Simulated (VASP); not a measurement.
# Ga (I4/mmm) in VASP: notebook

The runs below take Ga through single point, with RPBE, PBEsol, LDA.

Program: VASP 6.6.1. These are calculated values, not measurements. Logs are shortened: lines on timing, memory, paths and dates and some standing lists are left out, and cuts for length are marked.

## 1. The cell of the first run

The structure is tetragonal, space group I4/mmm (No. 139). Conventional cell: a = 2.769 Å, b = 2.769 Å, c = 4.622 Å, α = 90.00°, β = 90.00°, γ = 90.00°. Within 3.6 Å of Ga (site symmetry 4/mmm) lie 12 Ga at 2.77 to 3.03 Å.

## 2. Single point, RPBE

Contents of INCAR:

```
  PREC = Accurate
  ENCUT = 520
  EDIFF = 1E-7
  ISMEAR = 0
  SIGMA = 0.05
  LREAL = False
  LASPH = True
  NELM = 80
  ALGO = Normal
  ISIF = 2
  LWAVE = False
  LCHARG = True
  GGA = RP
  LELF = True
  LVHAR = True
  NBANDS = 12
```

Contents of KPOINTS:

```
Automatic mesh
0
Gamma
  13 13 13
```

Contents of POSCAR:

```
Ga
1.0
   -1.3843987196      1.3843987196      2.3112238365
    1.3843987196     -1.3843987196      2.3112238365
    1.3843987196      1.3843987196     -2.3112238365
Ga
1
Direct
    0.0000000000      0.0000000000      0.0000000000
```

Potentials or basis: VASP PAW PBE potentials, release 64 (Ga_d).

The run is started by

```console
$ cat potpaw_PBE.64/Ga_d/POTCAR > POTCAR
$ mpirun -np 1 vasp_std > vasp.out
```

OUTCAR:

```text
PREC = Accurate
   ENCUT = 520
   EDIFF = 1E-7
   ISMEAR = 0
   LREAL = False
   LASPH = True
   NELM = 80
   ISIF = 2
   GGA = RP

 ion  position               nearest neighbor table
   1  0.000  0.000  0.000-

  LATTYP: Found a body centered tetragonal cell.
 ALAT       =     2.7687974392
 C/A-ratio  =     1.6694784557

  Lattice vectors:

 A1 = (  -1.3843987196,   1.3843987196,   2.3112238365)
 A2 = (   1.3843987196,  -1.3843987196,   2.3112238365)
 A3 = (   1.3843987196,   1.3843987196,  -2.3112238365)

Analysis of symmetry for initial positions (statically):
=====================================================================
 Subroutine PRICEL returns:
 Original cell was already a primitive cell.

 Routine SETGRP: Setting up the symmetry group for a
 body centered tetragonal supercell.

 Subroutine GETGRP returns: Found 16 space group operations
 (whereof 16 operations were pure point group operations)
 out of a pool of 16 trial point group operations.

The static configuration has the point symmetry D_4h.

Analysis of symmetry for dynamics (positions and initial velocities):
=====================================================================
 Subroutine PRICEL returns:
 Original cell was already a primitive cell.

 Routine SETGRP: Setting up the symmetry group for a
 body centered tetragonal supercell.

 Subroutine GETGRP returns: Found 16 space group operations
 (whereof 16 operations were pure point group operations)
 out of a pool of 16 trial point group operations.

The dynamic configuration has the point symmetry D_4h.

 Subroutine INISYM returns: Found 16 space group operations
 (whereof 16 operations are pure point group operations),
 and found     1 'primitive' translations

----------------------------------------------------------------------------------------

                                     Primitive cell

  volume of cell :      17.7184

  direct lattice vectors                    reciprocal lattice vectors
    -1.384398720  1.384398720  2.311223836     0.000000000  0.361167627  0.216335602
     1.384398720 -1.384398720  2.311223836     0.361167627  0.000000000  0.216335602
     1.384398720  1.384398720 -2.311223836     0.361167627  0.361167627  0.000000000

  length of vectors
     3.029005654  3.029005654  3.029005654     0.421002550  0.421002550  0.510768156

  position of ions in fractional coordinates (direct lattice)
     0.000000000  0.000000000  0.000000000

  ion indices of the primitive-cell ions
[... 75 lines left out ...]
   LREAL  =      F    real-space projection
   EDIFFG = 0.1E-05   stopping-criterion for IOM
   NSW    =      0    number of steps for IOM
   IBRION =     -1    ionic relax: 0-MD 1-quasi-New 2-CG
   NFREE  =      0    steps in history (QN), initial steepest desc. (CG)
   ISIF   =      2    stress and relaxation
   ISYM   =      2    0-nonsym 1-usesym 2-fastsym
   POTIM  = 0.5000    time-step for ionic-motion
   TEBEG  =    0.0;   TEEND  =   0.0 temperature during run
   PSTRESS=    0.0 pullay stress
   NELECT =      13.0000    total number of electrons
   NUPDOWN=      -1.0000    fix difference up-down
   EMIN   =  10.00;   EMAX   =-10.00  energy-range for DOS
   EFERMI =   0.00;   METHOD = LEGACY
   ISMEAR =     0;   SIGMA  =   0.05  broadening in eV -4-tet -1-fermi 0-gaus
   EFERMI_NEDOS =   21; number of points for ismear=-14 and -15
   IALGO  =     38    algorithm
   IMIX   =      4    mixing-type and parameters
     AMIX     =   0.40;   BMIX     =  1.00
     AMIX_MAG =   1.60;   BMIX_MAG =  1.00
  volume/ion in A,a.u.               =      17.72       119.57
  Fermi-wavevector in a.u.,A,eV,Ry     =   1.476549  2.790273 29.663375  2.180197
  Thomas-Fermi vector in A             =   2.591062
   LORBIT       =      0    0 simple, 1 ext, 2 COOP (PROOUT), +10 PAW based schemes
   GGA     = RP    functional components
   LHFCALC =     F    Hartree Fock is set to
   AEXX    =    0.0000 exact exchange contribution
   IVDW    =     0    specifies the selected vdW correction
   LEPSILON=     F    determine dielectric tensor
   LRPA    =     F    only Hartree local field effects (RPA)
 non-spin polarized calculation
 Gauss-broadening in eV      SIGMA  =   0.05
  energy-cutoff  :      520.00
  volume of cell :       17.72
 maximum number of plane-waves:       487
   NGX = 11   NGY = 11   NGZ = 11

 number of electron      12.9999997 magnetization

 Free energy of the ion-electron system (eV)
  ---------------------------------------------------
  ext. energy  EPLUGINS =         0.00000000
  ---------------------------------------------------
  free energy    TOTEN  =        -2.50423618 eV

  energy without entropy =       -2.50384405  energy(sigma->0) =       -2.50404012

 E-fermi :   6.2421     XC(G=0): -11.2019

 val. band max:        6.2175329982   @ k =  -0.1538  -0.3846   0.0769
 cond. band min:       6.2745351210   @ k =  -0.3077  -0.3846   0.0769
 fundamental gap:      0.0570021228
 Fermi energy:         6.2421487529

 k-point     1 :       0.0000    0.0000    0.0000
  band No.  band energies     occupation
      1      -8.8520      2.00000
      2      -8.6963      2.00000
      3      -8.6601      2.00000
      4      -8.6601      2.00000
      5      -8.4965      2.00000
      6      -5.2459      2.00000
      7      19.0628      0.00000
      8      19.3487      0.00000
      9      19.3487      0.00000
     10      22.6083      0.00000
     11      22.8110      0.00000
     12      23.5578      0.00000
[... 331 lines left out ...]
 k-point    24 :       0.4615    0.1538   -0.0000
  band No.  band energies     occupation
      1      -8.7988      2.00000
      2      -8.7321      2.00000
      3      -8.6648      2.00000
      4      -8.5488      2.00000
      5      -8.4526      2.00000
      6       1.9312      2.00000
      7       2.6990      2.00000
      8      12.8063      0.00000
      9      14.5708      0.00000
     10      18.3909      0.00000
     11      20.7471      0.00000
     12      27.1060      0.00000

 [... further k-points ...]
[... 5 lines left out ...]
  --------------------------------------------------------------------------------------
  -------------------------------------------------------------------------------------
  Total        0.6482642      0.6482642      0.5827853      0.0000000      0.0000000      0.0000000
  in kB       58.6189821     58.6189821     52.6980819      0.0000000      0.0000000      0.0000000
  external PRESSURE =      56.6453487 kB  Pullay stress =       0.0000000 kB

 VOLUME and BASIS-vectors are now :
 -----------------------------------------------------------------------------
  energy-cutoff  :      520.00
  volume of cell :       17.72
      direct lattice vectors                 reciprocal lattice vectors
    -1.384398720  1.384398720  2.311223836     0.000000000  0.361167627  0.216335602
     1.384398720 -1.384398720  2.311223836     0.361167627  0.000000000  0.216335602
     1.384398720  1.384398720 -2.311223836     0.361167627  0.361167627  0.000000000

 POSITION                                       TOTAL-FORCE (eV/Angst)
 -----------------------------------------------------------------------------------
      0.00000      0.00000      0.00000        -0.000000      0.000000      0.000000
 -----------------------------------------------------------------------------------
    total drift:                                0.000000      0.000000     -0.000000

  FREE ENERGIE OF THE ION-ELECTRON SYSTEM (eV)
  ---------------------------------------------------
  free  energy   TOTEN  =        -2.5042361831 eV

  energy  without entropy=       -2.5038440483  energy(sigma->0) =       -2.50404012
```

OSZICAR:

```text
N       E                     dE             d eps       ncg     rms          rms(c)
DAV:   1     0.436381461073E+02    0.43638E+02   -0.67174E+03  5128   0.192E+03
DAV:   2    -0.493106275629E+00   -0.44131E+02   -0.42506E+02  4960   0.264E+02
DAV:   3    -0.251340801325E+01   -0.20203E+01   -0.20136E+01  5392   0.450E+01
DAV:   4    -0.252950421456E+01   -0.16096E-01   -0.16094E-01  5364   0.426E+00
DAV:   5    -0.252967819479E+01   -0.17398E-03   -0.17398E-03  5692   0.429E-01    0.930E-01
DAV:   6    -0.250974138221E+01    0.19937E-01   -0.31896E-02  5888   0.377E+00    0.493E-01
DAV:   7    -0.250475976379E+01    0.49816E-02   -0.72843E-03  7152   0.159E+00    0.128E-01
DAV:   8    -0.250422940858E+01    0.53036E-03   -0.69016E-04  5456   0.495E-01    0.958E-03
DAV:   9    -0.250423562983E+01   -0.62212E-05   -0.92855E-06  6264   0.391E-02    0.357E-03
DAV:  10    -0.250423624595E+01   -0.61612E-06   -0.44440E-07  5440   0.851E-03    0.400E-04
DAV:  11    -0.250423618311E+01    0.62833E-07   -0.77794E-09  3644   0.149E-03
   1 F= -.25042362E+01 E0= -.25040401E+01  d E =-.392135E-03
```

Wall time 15 s (1 thread of Intel Xeon Platinum 8559C (Emerald Rapids), shared host); peak memory 0.16 GiB.

What came out:

- Free energy: -2.5042 eV
- Pressure: 5.7 GPa

Levels at points of the mesh, in eV from the Fermi level:
```
           k point  band 2  band 3  band 4  band 5  band 6  band 7  band 8  band 9  band 10  band 11
(0.00, 0.00, 0.00)  -14.94  -14.90  -14.90  -14.74  -11.49   12.82   13.11   13.11    16.37    16.57
```

Caveat: the PAW data sets were made with another functional, which shifts forces and pressure a little.

## 3. Single point, PBEsol

Contents of INCAR:

```
PREC = Accurate
ENCUT = 520
EDIFF = 1E-6
ISMEAR = 0
SIGMA = 0.02
LREAL = False
LASPH = True
NELM = 80
ALGO = Normal
ISIF = 2
LWAVE = False
LCHARG = False
GGA = PS
NBANDS = 12
```

Contents of KPOINTS:

```
regular mesh
0
Gamma
  13 13 13
```

POSCAR is that of step 2.

Potentials or basis: VASP PAW PBE potentials, release 64 (Ga_d).

The run is started by

```console
$ cat potpaw_PBE.64/Ga_d/POTCAR > POTCAR
$ mpirun -np 1 vasp_std > vasp.out
```

It took 13 s on 1 thread of Intel Xeon Platinum 8559C (Emerald Rapids), shared host; peak memory 0.16 GiB.

The run converged. Its results:

| Property | Result |
| --- | --- |
| Free energy | -3.3363 eV |
| Pressure | -0.3 GPa |

Stress tensor (GPa, compression positive):
```
-0.37  0.00  0.00
 0.00 -0.37  0.00
 0.00  0.00 -0.15
```

Levels at points of the mesh, in eV from the Fermi level:
```csv
k point,band 4,band 5,band 6,band 7,band 8,band 9
"(0.00, 0.00, 0.00)",-14.79,-14.62,-11.48,12.73,13.05,13.05
```

Caveat: the PAW data sets were made with another functional, which shifts forces and pressure a little.

## 4. Single point, PBEsol (volume scaled by 0.96)

Contents of INCAR:

```
PREC = Accurate
ENCUT = 520
EDIFF = 1E-7
ISMEAR = -1
SIGMA = 0.05
LREAL = F
LASPH = T
NELM = 100
ALGO = Fast
ISIF = 2
LWAVE = F
LCHARG = F
GGA = PS
NBANDS = 12
```

KPOINTS is that of step 3.

Contents of POSCAR:

```
Ga
1.0
   -1.3656883352      1.3656883352      2.2799872528
    1.3656883352     -1.3656883352      2.2799872528
    1.3656883352      1.3656883352     -2.2799872528
Ga
1
Direct
    0.0000000000      0.0000000000      0.0000000000
```

The run is started by

```console
$ cat potpaw_PBE.64/Ga_d/POTCAR > POTCAR
$ mpirun -np 1 vasp_std > vasp.out
```

Wall time 31 s (1 thread of Intel Xeon Platinum 8259CL at 2.50GHz (Skylake/Cascade Lake), shared host); peak memory 0.16 GiB.

Results (log left out):

* Free energy: -3.3327 eV
* Pressure: 2.5 GPa

Stress tensor (GPa, compression positive):
```
2.71 0.00 0.00
0.00 2.71 0.00
0.00 0.00 2.06
```

Levels at points of the mesh, in eV from the Fermi level:
| k point | band 2 | band 3 | band 4 | band 5 | band 6 | band 7 | band 8 | band 9 | band 10 | band 11 |
| --- | --- | --- | --- | --- | --- | --- | --- | --- | --- | --- |
| (0.00, 0.00, 0.00) | -14.87 | -14.83 | -14.83 | -14.65 | -11.83 | 13.24 | 13.51 | 13.51 | 16.84 | 16.88 |

Caveat: the PAW data sets were made with another functional, which shifts forces and pressure a little.

## 5. Single point, LDA

Contents of INCAR:

```
ALGO = Fast
EDIFF = 1E-7
ENCUT = 520
ISIF = 2
ISMEAR = -1
LASPH = T
LCHARG = F
LREAL = F
LWAVE = F
NBANDS = 12
NELM = 60
PREC = Accurate
SIGMA = 0.05
```

Contents of KPOINTS:

```
k-points
0
Gamma
  13 13 13
```

Contents of POSCAR:

```
Ga
1.0
   -1.3843987196      1.3843987196      2.3112238365
    1.3843987196     -1.3843987196      2.3112238365
    1.3843987196      1.3843987196     -2.3112238365
Ga
1
Direct
    0.0000000000      0.0000000000      0.0000000000
```

Potentials or basis: VASP PAW LDA potentials, release 64 (Ga_d).

The run is started by

```console
$ cat potpaw_LDA.64/Ga_d/POTCAR > POTCAR
$ mpirun -np 1 vasp_std > vasp.out
```

Run time: 30 s. Hardware: 1 thread of Intel Xeon Platinum 8259CL at 2.50GHz (Skylake/Cascade Lake), shared host; peak memory 0.15 GiB.

Results (log left out):

```
Free energy : -3.5626 eV
Pressure    : -2.5 GPa
```

Stress tensor (GPa, compression positive):
```
-2.60  0.00  0.00
 0.00 -2.60  0.00
 0.00  0.00 -2.24
```

Levels at points of the mesh, in eV from the Fermi level:
| k point | band 3 | band 4 | band 5 | band 6 | band 7 | band 8 | band 9 | band 10 |
| --- | --- | --- | --- | --- | --- | --- | --- | --- |
| (0.00, 0.00, 0.00) | -14.92 | -14.92 | -14.76 | -11.46 | 12.56 | 12.92 | 12.92 | 16.48 |

## 6. Overview

```tsv
level	potentials or basis	cell	smearing	gap on the mesh (eV)	pressure (GPa)
RPBE	VASP PAW PBE potentials, release 64 (Ga_d)	a = 3.029 Å, angles 125.6, 125.6, 80.5°, 1 atom	gaussian 0.05 eV	none	5.7
PBEsol	VASP PAW PBE potentials, release 64 (Ga_d)	a = 3.029 Å, angles 125.6, 125.6, 80.5°, 1 atom	gaussian 0.02 eV	none	-0.3
PBEsol	VASP PAW PBE potentials, release 64 (Ga_d)	a = 2.988 Å, angles 125.6, 125.6, 80.5°, 1 atom	fermi-dirac 0.05 eV	none	2.5
LDA	VASP PAW LDA potentials, release 64 (Ga_d)	a = 3.029 Å, angles 125.6, 125.6, 80.5°, 1 atom	fermi-dirac 0.05 eV	none	-2.5
```

Alike in all rows: task single point; no spin polarisation; k mesh 13 × 13 × 13; cutoff (eV) 520.

Caveats: the PAW data sets were made with another functional, which shifts forces and pressure a little (some runs).

Total energies depend on the potentials used, so only differences within one code and one set of settings carry meaning.
